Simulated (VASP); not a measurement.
A run of VASP 6.6.1 is set up as follows.

Contents of INCAR:

```
PREC = Accurate
ENCUT = 520
EDIFF = 1E-7
ISMEAR = 0
SIGMA = 0.15
LREAL = False
LASPH = True
NELM = 100
ALGO = Fast
ISIF = 2
LWAVE = False
LCHARG = True
GGA = PE
LELF = True
LVHAR = True
NBANDS = 54
```

Contents of KPOINTS:

```
Automatic mesh
0
Gamma
  13 18 5
```

File POSCAR:

```
Cu
1.0
    3.6150000000      0.0000000000      0.0000000000
    0.0000000000      1.8075000000     -1.8075000000
    0.0000000000      8.6442135624      8.6442135624
Cu
8
Direct
    0.0000000000      0.0000000000      0.7841228067
    0.5000000000      0.5000000000      0.0522748538
    0.0000000000      0.0000000000      0.1568245613
    0.5000000000      0.5000000000      0.2613742689
    0.0000000000      0.0000000000      0.3659239764
    0.5000000000      0.5000000000      0.4704736840
    0.0000000000      0.0000000000      0.5750233916
    0.5000000000      0.5000000000      0.6795730991
```

Potentials or basis: VASP PAW PBE potentials, release 64 (Cu).

Launch:

```bash
$ cat potpaw_PBE.64/Cu/POTCAR > POTCAR
$ mpirun -np 1 vasp_std > vasp.out
```

Q: What does it give for the largest force?

A: 0.344 eV/Å.

Q: Predict the pressure.

A: -1.8 GPa.

Forces on the atoms (eV/Å):
```
Cu   0.000  0.050  0.050
Cu   0.000 -0.050 -0.050
Cu   0.000 -0.243 -0.243
Cu   0.000 -0.048 -0.048
Cu   0.000  0.022  0.022
Cu   0.000 -0.022 -0.022
Cu   0.000  0.048  0.048
Cu   0.000  0.243  0.243
```

Caveat: the cell differs from its parent crystal (the distance across one plane changed).
